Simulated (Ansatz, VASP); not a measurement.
**Two plane-wave programs on SiC**

INCAR

```
SYSTEM = SiC
  ALGO = Normal
  EDIFF = 1E-7
  ENCUT = 520
  GGA = PE
  ISIF = 2
  ISMEAR = 0
  LASPH = .TRUE.
  LCHARG = .FALSE.
  LREAL = .FALSE.
  LWAVE = .FALSE.
  NBANDS = 16
  NELM = 100
  PREC = Accurate
  SIGMA = 0.05
```

File KPOINTS:

```
k-points
0
G
  10 10 6
  0 0 0
```

The input POSCAR:

```
SiC
1.0
    0.0000000000     -2.1898640950     -2.1898640950
    0.0000000000      2.1898640950     -2.1898640950
    4.3797281900      0.0000000000      0.0000000000
Si C
2 2
Direct
    0.5256865255      0.4743134745      0.5000000000
   -0.0256865255      0.0256865255      0.0000000000
    1.0168857361      0.5168857361      0.2500000000
    0.4831142639     -0.0168857361      0.7500000000
```

Input for Ansatz:

```yaml
crystal:
  lattice:
    - [0.0, -2.189864095, -2.189864095]
    - [0.0, 2.189864095, -2.189864095]
    - [4.37972819, 0.0, 0.0]
  atoms:
    - { symbol: Si, position: [0.5256865255, 0.4743134745, 0.5] }
    - { symbol: Si, position: [-0.0256865255, 0.0256865255, 0.0] }
    - { symbol: C, position: [1.0168857361, 0.5168857361, 0.25] }
    - { symbol: C, position: [0.4831142639, -0.0168857361, 0.75] }
basis:
  ecutwfc: 420
kpoints:
  mp_grid: { grid: [10, 10, 6] }
hamiltonian:
  xc: pbe
scf:
  occupations: { method: gaussian, width: 0.05 }
output:
  forces: true
  stress: true
  eigenvalues: true
```

Change from the starting cell: mode 4 (360.1 1/cm) frozen in, largest displacement +0.113 Å.

Alike in both runs: task single point; functional PBE; k mesh 10 × 10 × 6; occupations gaussian, width 0.05 eV; no spin polarisation.

|  | VASP | Ansatz |
| --- | --- | --- |
| version | VASP 6.6.1 | Ansatz 0.2.0 |
| potentials or method | VASP PAW PBE potentials, release 64 (Si, C), cutoff 520 eV | scalar-relativistic, plane waves, PAW |
| valence electrons in the cell | 16 | 16 |

```csv
,VASP,Ansatz,Ansatz less VASP
gap on the k mesh at the Fermi level (eV),1.26,1.26,+0.002
least direct gap on the mesh (eV),1.31,1.31,+0.002
pressure (GPa),-0.3,-0.3,+0.05
"traceless stress, the component that is largest in VASP (GPa)",0.84,0.85,+0.002
rms of the force components (eV/Å),0.634,0.632,-0.0017
```

Atom by atom the forces differ by 0.002 eV/Å (rms over components).
